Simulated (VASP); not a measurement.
# SnO2 (P1) in VASP: single point with PBE

Aim: the single point of SnO2 with PBE.

All numbers are computed with VASP 6.6.1; they aren't measurements. Logs are shortened: lines on timing, memory, paths and dates and some standing lists are left out, and cuts for length are marked.

## (1) The cell of the first run

The typed cell holds 6 atoms: a = 4.525 Å, b = 5.115 Å, c = 3.280 Å, α = 82.58°, β = 93.49°, γ = 91.99°.

## (2) Single point, PBE (atoms moved at random and the cell strained at random)

File INCAR:

```
SYSTEM = SnO2
ALGO = Normal ; EDIFF = 1E-7
ENCUT = 520 ; GGA = PE
ISIF = 2 ; ISMEAR = 0
LASPH = .True. ; LCHARG = .False.
LREAL = .False. ; LWAVE = .False.
NBANDS = 35 ; NELM = 80
PREC = Accurate ; SIGMA = 0.05
```

File KPOINTS:

```
k-points
0
Gamma
  6 6 8
  0 0 0
```

File POSCAR:

```
SnO2
1.0
    4.5223540472     -0.0787673591     -0.1403000832
   -0.0787673591      5.1046346050      0.3218772951
   -0.0943675652      0.2164986360      3.2711858200
Sn O
2 4
Direct
    0.0083683298     -0.0005038745     -0.0026169071
    0.4886533187      0.4958971282      0.4834711535
    0.2990678523      0.3136861937      0.0101191395
    0.2022668986      0.8068818584      0.5095137660
    0.6957228670      0.6934212708     -0.0028099499
    0.8059207336      0.1906174235      0.5023227981
```

Potentials or basis: VASP PAW PBE potentials, release 64 (Sn_d, O).

Launch:

```bash
$ cat potpaw_PBE.64/Sn_d/POTCAR potpaw_PBE.64/O/POTCAR > POTCAR
$ mpirun -np 1 vasp_std > vasp.out
```

OUTCAR:

```text
SYSTEM = SnO2
   EDIFF = 1E-7
   ENCUT = 520
   GGA = PE
   ISIF = 2
   ISMEAR = 0
   LASPH = .True.
   LREAL = .False.
   NELM = 80
   PREC = Accurate

 ion  position               nearest neighbor table
   1  0.008  0.999  0.997-   6 1.98   4 2.00   3 2.04   5 2.07   4 2.22   6 2.28   2 3.58   2 3.60
                             2 3.69   2 3.70   2 3.74
   2  0.489  0.496  0.483-   5 2.04   3 2.04   3 2.07   4 2.10   6 2.15   5 2.22   1 3.58   1 3.60
                             1 3.69   1 3.70   1 3.74
   3  0.299  0.314  0.010-   2 2.04   1 2.04   2 2.07
   4  0.202  0.807  0.510-   1 2.00   2 2.10   1 2.22
   5  0.696  0.693  0.997-   2 2.04   1 2.07   2 2.22
   6  0.806  0.191  0.502-   1 1.98   2 2.15   1 2.28

  LATTYP: Found a triclinic cell.
 ALAT       =     3.2797002250
 B/A-ratio  =     1.7407040373
 C/A-ratio  =     1.3797649489
 COS(alpha) =     0.0038441897
 COS(beta)  =     0.0608276342
 COS(gamma) =     0.4588250567

  Lattice vectors:

 A1 = (   0.0943675652,  -0.2164986360,  -3.2711858200)
 A2 = (   0.0156002061,   4.8881359690,  -2.9493085249)
 A3 = (   4.5223540472,  -0.0787673591,  -0.1403000832)

Analysis of symmetry for initial positions (statically):
=====================================================================
 Subroutine PRICEL returns:
 Original cell was already a primitive cell.

 Routine SETGRP: Setting up the symmetry group for a
 triclinic supercell.

 Subroutine GETGRP returns: Found  1 space group operations
 (whereof  1 operations were pure point group operations)
 out of a pool of  2 trial point group operations.

The static configuration has the point symmetry C_1 .

Analysis of symmetry for dynamics (positions and initial velocities):
=====================================================================
 Subroutine PRICEL returns:
 Original cell was already a primitive cell.

 Routine SETGRP: Setting up the symmetry group for a
 triclinic supercell.

 Subroutine GETGRP returns: Found  1 space group operations
 (whereof  1 operations were pure point group operations)
 out of a pool of  2 trial point group operations.

The dynamic configuration has the point symmetry C_1 .

 Subroutine INISYM returns: Found  1 space group operations
 (whereof  1 operations are pure point group operations),
 and found     1 'primitive' translations

----------------------------------------------------------------------------------------

                                     Primitive cell

  volume of cell :      75.1170

  direct lattice vectors                    reciprocal lattice vectors
     4.522354047 -0.078767359 -0.140300083     0.221368383  0.003025786  0.006185805
    -0.078767359  5.104634605  0.321877295     0.003025786  0.196762736 -0.012935165
    -0.094367565  0.216498636  3.271185820     0.009196687 -0.019231234  0.307237638

  length of vectors
     4.525215413  5.115379139  3.279700225     0.221475462  0.197210669  0.307976274

  position of ions in fractional coordinates (direct lattice)
     0.008368330  0.999496126  0.997383093
     0.488653319  0.495897128  0.483471153
     0.299067852  0.313686194  0.010119139
     0.202266899  0.806881858  0.509513766
     0.695722867  0.693421271  0.997190050
     0.805920734  0.190617424  0.502322798

  ion indices of the primitive-cell ions
   primitive index   ion index
                 1           1
                 2           2
                 3           3
                 4           4
                 5           5
                 6           6

----------------------------------------------------------------------------------------

 KPOINTS: k-points

Automatic generation of k-mesh.
 Grid dimensions read from file:
 generate k-points for:    6    6    8

 Generating k-lattice:

  Cartesian coordinates                     Fractional coordinates (reciprocal lattice)
     0.036894730  0.000504298  0.001030967     0.166666667  0.000000000  0.000000000
     0.000504298  0.032793789 -0.002155861     0.000000000  0.166666667 -0.000000000
     0.001149586 -0.002403904  0.038404705     0.000000000 -0.000000000  0.125000000

  Length of vectors
     0.036912577  0.032868445  0.038497034

  Shift w.r.t. Gamma in fractional coordinates (k-lattice)
     0.000000000  0.000000000  0.000000000

 Subroutine IBZKPT returns following result:
 ===========================================

 Found    148 irreducible k-points:

 Following reciprocal coordinates:
            Coordinates               Weight
  0.000000  0.000000  0.000000      1.000000
  0.166667 -0.000000  0.000000      2.000000
  0.333333  0.000000  0.000000      2.000000
  0.500000  0.000000  0.000000      1.000000
 -0.000000  0.166667  0.000000      2.000000
  0.166667  0.166667  0.000000      2.000000
[... 16 lines left out ...]
  0.333333  0.000000  0.125000      2.000000
  0.500000 -0.000000  0.125000      2.000000
 [... further k-points ...]
   k-points           NKPTS =    148   k-points in BZ     NKDIM =    148   number of bands    NBANDS=     35
   number of dos      NEDOS =    301   number of ions     NIONS =      6
   total plane-waves  NPLWV =  34560
   dimension x,y,z NGX =    36 NGY =   40 NGZ =   24
   dimension x,y,z NGXF=    72 NGYF=   80 NGZF=   48
   ions per type =               2   4
   NGX,Y,Z   is equivalent  to a cutoff of  13.23, 13.00, 12.17 a.u.
   NGXF,Y,Z  is equivalent  to a cutoff of  26.45, 26.00, 24.33 a.u.
 SYSTEM =  SnO2
   PREC   = accura    normal or accurate (medium, high low for compatibility)
   ISTART =      0    job   : 0-new  1-cont  2-samecut
   ICHARG =      2    charge: 1-file 2-atom 10-const
   ISPIN  =      1    spin polarized calculation?
   LNONCOLLINEAR =      F non collinear calculations
   LSORBIT =      F    spin-orbit coupling
   LASPH  =      T    aspherical Exc in radial PAW
   ENCUT  =  520.0 eV  38.22 Ry    6.18 a.u.   8.41  9.51  6.10*2*pi/ulx,y,z
   NELM   =     80;   NELMIN=  2; NELMDL= -5     # of ELM steps
   EDIFF  = 0.1E-06   stopping-criterion for ELM
   LREAL  =      F    real-space projection
   EDIFFG = 0.1E-05   stopping-criterion for IOM
   NSW    =      0    number of steps for IOM
   IBRION =     -1    ionic relax: 0-MD 1-quasi-New 2-CG
   NFREE  =      0    steps in history (QN), initial steepest desc. (CG)
   ISIF   =      2    stress and relaxation
   ISYM   =      2    0-nonsym 1-usesym 2-fastsym
   POTIM  = 0.5000    time-step for ionic-motion
   TEBEG  =    0.0;   TEEND  =   0.0 temperature during run
   PSTRESS=    0.0 pullay stress
   NELECT =      52.0000    total number of electrons
   NUPDOWN=      -1.0000    fix difference up-down
   EMIN   =  10.00;   EMAX   =-10.00  energy-range for DOS
   EFERMI =   0.00;   METHOD = LEGACY
   ISMEAR =     0;   SIGMA  =   0.05  broadening in eV -4-tet -1-fermi 0-gaus
   EFERMI_NEDOS =   21; number of points for ismear=-14 and -15
   IALGO  =     38    algorithm
   IMIX   =      4    mixing-type and parameters
     AMIX     =   0.40;   BMIX     =  1.00
     AMIX_MAG =   1.60;   BMIX_MAG =  1.00
  volume/ion in A,a.u.               =      12.52        84.49
  Fermi-wavevector in a.u.,A,eV,Ry     =   1.448205  2.736710 28.535452  2.097297
  Thomas-Fermi vector in A             =   2.566072
   LORBIT       =      0    0 simple, 1 ext, 2 COOP (PROOUT), +10 PAW based schemes
   GGA     = PE    functional components
   LHFCALC =     F    Hartree Fock is set to
   AEXX    =    0.0000 exact exchange contribution
   IVDW    =     0    specifies the selected vdW correction
   LEPSILON=     F    determine dielectric tensor
   LRPA    =     F    only Hartree local field effects (RPA)
 non-spin polarized calculation
 Gauss-broadening in eV      SIGMA  =   0.05
  energy-cutoff  :      520.00
  volume of cell :       75.12
 maximum number of plane-waves:      2041
 NGX is ok and might be reduce to    36
   NGX = 17   NGY = 19   NGZ = 13

 number of electron      52.0000006 magnetization

 Free energy of the ion-electron system (eV)
  ---------------------------------------------------
  ext. energy  EPLUGINS =         0.00000000
  ---------------------------------------------------
  free energy    TOTEN  =       -36.63168524 eV

  energy without entropy =      -36.63168524  energy(sigma->0) =      -36.63168524

 E-fermi :   5.9596     XC(G=0): -11.0177

 val. band max:        5.7390723962   @ k =   0.0000   0.0000   0.0000
 cond. band min:       6.2943903181   @ k =   0.0000   0.0000   0.0000
 fundamental gap:      0.5553179218
 Fermi energy:         5.9595860271

 k-point     1 :       0.0000    0.0000    0.0000
  band No.  band energies     occupation
      1     -15.4761      2.00000
      2     -14.8212      2.00000
      3     -14.6985      2.00000
      4     -14.6236      2.00000
      5     -14.6085      2.00000
      6     -14.5440      2.00000
[... 27 lines left out ...]
     34      17.3045      0.00000
     35      17.5250      0.00000

 k-point     2 :       0.1667   -0.0000    0.0000
  band No.  band energies     occupation
      1     -15.4408      2.00000
      2     -14.8499      2.00000
      3     -14.7023      2.00000
      4     -14.6376      2.00000
      5     -14.6115      2.00000
      6     -14.5420      2.00000
[... 27 lines left out ...]
     34      17.2690      0.00000
     35      17.7214      0.00000

 k-point     3 :       0.3333    0.0000    0.0000
  band No.  band energies     occupation
      1     -15.3410      2.00000
      2     -14.9682      2.00000
      3     -14.7016      2.00000
      4     -14.6615      2.00000
      5     -14.6106      2.00000
      6     -14.5371      2.00000
[... 27 lines left out ...]
     34      17.9099      0.00000
     35      18.4999      0.00000

 k-point     4 :       0.5000    0.0000    0.0000
  band No.  band energies     occupation
      1     -15.2376      2.00000
      2     -15.0910      2.00000
      3     -14.6952      2.00000
      4     -14.6719      2.00000
      5     -14.6095      2.00000
      6     -14.5342      2.00000
[... 27 lines left out ...]
     34      17.4791      0.00000
     35      18.3664      0.00000

 k-point     5 :      -0.0000    0.1667    0.0000
  band No.  band energies     occupation
      1     -15.4374      2.00000
      2     -14.8503      2.00000
      3     -14.7020      2.00000
      4     -14.6351      2.00000
      5     -14.6102      2.00000
      6     -14.5418      2.00000
[... 638 lines left out ...]
 k-point    22 :       0.1667   -0.0000    0.1250
  band No.  band energies     occupation
      1     -15.3869      2.00000
      2     -14.8514      2.00000
      3     -14.8057      2.00000
      4     -14.6560      2.00000
      5     -14.5949      2.00000
      6     -14.5411      2.00000
[... 27 lines left out ...]
     34      17.3861      0.00000
     35      17.8946      0.00000

 k-point    23 :       0.3333    0.0000    0.1250
  band No.  band energies     occupation
      1     -15.2982      2.00000
      2     -14.9843      2.00000
      3     -14.8020      2.00000
      4     -14.6724      2.00000
      5     -14.5884      2.00000
      6     -14.5320      2.00000
[... 27 lines left out ...]
     34      17.5876      0.00000
     35      18.5417      0.00000

 k-point    24 :       0.5000   -0.0000    0.1250
  band No.  band energies     occupation
      1     -15.2265      2.00000
      2     -15.0799      2.00000
      3     -14.7841      2.00000
      4     -14.6864      2.00000
      5     -14.5958      2.00000
      6     -14.5302      2.00000
[... 27 lines left out ...]
     34      17.5997      0.00000
     35      18.3343      0.00000

 [... further k-points ...]

------------------------ aborting loop because EDIFF is reached ----------------------------------------

  FORCE on cell =-STRESS in cart. coord.  units (eV):
  Direction    XX          YY          ZZ          XY          YZ          ZX
  --------------------------------------------------------------------------------------
  -------------------------------------------------------------------------------------
  Total        3.3732883     -0.1940301      1.0416523      2.2602973     -5.0874147      3.0580612
  in kB       71.9492006     -4.1384874     22.2175052     48.2101061   -108.5099727     65.2256912
  external PRESSURE =      30.0094061 kB  Pullay stress =       0.0000000 kB

 VOLUME and BASIS-vectors are now :
 -----------------------------------------------------------------------------
  energy-cutoff  :      520.00
  volume of cell :       75.12
      direct lattice vectors                 reciprocal lattice vectors
     4.522354047 -0.078767359 -0.140300083     0.221368383  0.003025786  0.006185805
    -0.078767359  5.104634605  0.321877295     0.003025786  0.196762736 -0.012935165
    -0.094367565  0.216498636  3.271185820     0.009196687 -0.019231234  0.307237638

 POSITION                                       TOTAL-FORCE (eV/Angst)
 -----------------------------------------------------------------------------------
     -0.13500      5.31734      3.58317        -0.642064     -0.554103      0.371074
      2.12518      2.59755      1.67258         1.051993      0.477325      0.997838
      1.32683      1.57989      0.09211         0.000457     -0.105311     -0.543015
      0.80309      4.21321      1.89805         0.015455      0.079160      0.300342
      2.99758      3.70075      3.38758        -0.035946     -0.286336     -0.306309
      3.58224      1.01830      1.59148        -0.389895      0.389265     -0.819929
 -----------------------------------------------------------------------------------
    total drift:                               -0.000398      0.000055      0.000092

  FREE ENERGIE OF THE ION-ELECTRON SYSTEM (eV)
  ---------------------------------------------------
  free  energy   TOTEN  =       -36.6316852397 eV

  energy  without entropy=      -36.6316852397  energy(sigma->0) =      -36.63168524
```

It took 7.8 min on 1 thread of Oxide Virtual Turin-like, shared host; peak memory 0.36 GiB.

What came out:

| Quantity | Value |
| --- | --- |
| Free energy | -36.6317 eV |
| Pressure | 3.0 GPa |
| Largest force | 1.527 eV/Å |
| Band gap on the k mesh | 0.56 eV |

Forces in eV/Å, atoms in the order of the input:
```
Sn  -0.642 -0.554  0.371
Sn   1.052  0.477  0.998
O    0.000 -0.105 -0.543
O    0.015  0.079  0.300
O   -0.036 -0.286 -0.306
O   -0.390  0.389 -0.820
```

Levels at points of the mesh, in eV from the valence-band top:
```csv
k point,band 23,band 24,band 25,band 26,band 27,band 28,band 29,band 30
"(0.00, 0.00, 0.00)",-1.18,-1.05,-0.54,0.00,0.56,5.23,5.37,6.16
"(0.50, 0.00, 0.00)",-1.50,-1.28,-0.93,-0.57,3.50,3.90,6.27,6.47
"(0.00, 0.50, 0.00)",-1.29,-1.20,-0.57,-0.33,3.42,3.80,6.38,6.47
"(0.50, 0.50, 0.00)",-1.51,-1.40,-1.00,-0.79,3.85,4.29,6.42,6.71
"(0.00, 0.00, 0.50)",-1.86,-1.60,-1.24,-1.04,5.18,5.49,8.43,8.50
"(0.50, 0.00, 0.50)",-1.02,-0.84,-0.73,-0.48,5.43,5.80,6.99,7.53
"(0.00, 0.50, 0.50)",-1.55,-1.09,-1.01,-0.53,5.33,5.73,6.63,8.02
"(0.50, 0.50, 0.50)",-1.32,-0.96,-0.70,-0.51,3.96,4.36,7.75,8.09
```

Caveat: the cell differs from its parent crystal (atoms moved at random and the cell strained at random); the stress differs along the axes, from -0 to 7 GPa; semilocal functionals underestimate gaps, and a narrow one can read as zero; spin-orbit coupling is left out, which moves the levels of the heavy elements; forces of over 1 eV/Å act on the atoms, so gaps and moduli don't describe the material at rest.
